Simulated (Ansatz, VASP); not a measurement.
# HfN in VASP and in Ansatz

Contents of INCAR:

```
SYSTEM = HfN
PREC = Accurate
ENCUT = 520
EDIFF = 1E-6
ISMEAR = 0
SIGMA = 0.15
LREAL = .FALSE.
LASPH = .TRUE.
NELM = 100
ALGO = Normal
ISIF = 2
LWAVE = .FALSE.
LCHARG = .FALSE.
GGA = PE
NBANDS = 14
```

KPOINTS

```
Automatic mesh
0
G
  22 22 22
  0 0 0
```

File POSCAR:

```
HfN
1.0
    0.0000000000      2.3307439726      2.3307439726
    2.3307439726      0.0000000000      2.3307439726
    2.3307439726      2.3307439726      0.0000000000
Hf N
1 1
Direct
    0.0000000000      0.0000000000      0.0000000000
    0.5000000000      0.5000000000      0.5000000000
```

Input for Ansatz:

```yaml
crystal:
  lattice:
    - [0.0, 2.3307439726, 2.3307439726]
    - [2.3307439726, 0.0, 2.3307439726]
    - [2.3307439726, 2.3307439726, 0.0]
  atoms:
    - { symbol: Hf, position: [0.0, 0.0, 0.0] }
    - { symbol: "N", position: [0.5, 0.5, 0.5] }
basis:
  ecutwfc: 420
kpoints:
  mp_grid: { grid: [22, 22, 22] }
hamiltonian:
  xc: pbe
scf:
  occupations: { method: gaussian, width: 0.15 }
output:
  forces: true
  stress: true
  eigenvalues: true
```

Change from the starting cell: strain +0.025 along x and y, +0.025 along z, atoms carried along.

Alike in both runs: task single point; functional PBE; k mesh 22 × 22 × 22; occupations gaussian, width 0.15 eV; no spin polarisation.

|  | VASP | Ansatz |
| --- | --- | --- |
| version | VASP 6.6.1 | Ansatz 0.2.0 |
| potentials or method | VASP PAW PBE potentials, release 64 (Hf_pv, N), cutoff 520 eV | scalar-relativistic, plane waves, PAW |
| valence electrons in the cell | 15 | 31 |

```tsv
	VASP	Ansatz	Ansatz less VASP
gap on the k mesh at the Fermi level (eV)	none	none	-
pressure (GPa)	-18.7	-16.6	+2.07
```

A gap of «none» marks a metal or a gap that the smearing closes. The functional is the same, so the differences come from potentials, cutoffs and numerics. VASP's potentials hold 15 valence electrons a cell and Ansatz's 31, so a difference there can come from the potentials and not from the codes.

Neither program's run includes spin-orbit coupling.
